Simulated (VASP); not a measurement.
Set up this calculation in VASP 6.6.1, as the native input.

```yaml
Task: single point
Functional: PBE
Potentials_or_basis: VASP PAW PBE potentials, release 64 (Mn_pv, As)
Cutoff: 520 eV
k_mesh: 12 × 12 × 12
Occupations: fermi-dirac, width 0.08 eV
Spin: collinear spin, ferromagnetic start
Starting_moments: "[4.0, 0.0] μB"
Dipole_correction: no
Further_INCAR_settings: ALGO = Normal; EDIFF = 1e-06; NBANDS = 20
```

The structure of MnAs (rocksalt type) lies in POSCAR:

```
MnAs
1.0
    0.0000000000      2.6253430898      2.6253430898
    2.6253430898      0.0000000000      2.6253430898
    2.6253430898      2.6253430898      0.0000000000
Mn As
1 1
Direct
    0.0000000000      0.0000000000      0.0000000000
    0.5000000000      0.5000000000      0.5000000000
```

One way to write it, as run:

INCAR

```
PREC     = Accurate       # precision mode
ENCUT    = 520            # plane-wave cutoff, eV
EDIFF    = 1E-6           # SCF threshold, eV
ISMEAR   = -1             # smearing method
SIGMA    = 0.08           # smearing width, eV
LREAL    = False          # projectors in reciprocal space
LASPH    = True           # aspherical terms in the spheres
NELM     = 150            # most SCF steps
ALGO     = Normal         # electronic algorithm
ISIF     = 2              # what is computed and relaxed
LWAVE    = False          # write WAVECAR
LCHARG   = False          # write CHGCAR
ISPIN    = 2              # spin polarisation
MAGMOM   = 4 0            # initial moments
LORBIT   = 11             # projections on sites
LMAXMIX  = 4              # l up to which the mixer works
GGA      = PE             # functional
NBANDS   = 20             # bands
```

KPOINTS

```
Automatic mesh
0
Gamma
  12 12 12
```

Potentials or basis: VASP PAW PBE potentials, release 64 (Mn_pv, As).

The run is started by

```bash
$ cat potpaw_PBE.64/Mn_pv/POTCAR potpaw_PBE.64/As/POTCAR > POTCAR
$ mpirun -np 1 vasp_std > vasp.out
```

It gave:

- Pressure: -3.2 GPa
- Net moment: 3.78 μB per cell
- Site moments: Mn +3.73; As -0.10 μB
- Valence electrons inside the program's atomic spheres: Mn 11.45; As 2.78

Caveat: the cell stands under tension; a cell with one magnetic atom can't hold antiferromagnetic order, which such compounds often take.

Wall time 3 min on 1 thread of Intel Xeon 8259CL (shared host), peak memory 0.23 GiB.
